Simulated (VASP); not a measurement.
The system is BeS.

```
CELL_PARAMETERS angstrom
0.00000 2.55602 2.55602
2.55602 0.00000 2.55602
2.55602 2.55602 0.00000
ATOMIC_POSITIONS crystal
Be 0.00000 0.00000 0.00000
S 0.25000 0.25000 0.25000
```

This cell differs from its parent crystal: strain +5.0%.

Base run:

```yaml
Program: VASP 6.6.1
Functional: r2SCAN
Potentials_or_basis: VASP PAW PBE potentials, release 64 (Be, S)
Cutoff: 520 eV
k_mesh: 10 × 10 × 10
Occupations: gaussian, width 0.01 eV
Spin: no spin polarisation
```

Its results: band gap on the k mesh 3.87 eV, indirect (least direct gap 5.34 eV); pressure -10.7 GPa.

Problem. The run is repeated on the same cell with these changes: functional from r2SCAN to PBE; k mesh from 10 × 10 × 10 to 6 × 6 × 6. What comes out?

Solution. Band gap on the k mesh 3.41 eV, indirect (least direct gap 4.63 eV); pressure -10.0 GPa.

Several settings changed at once, so the effect can't be laid on one alone.

Caveats: the PAW data sets were made with another functional, which shifts forces and pressure a little (some runs).

A k mesh can miss the band edges.
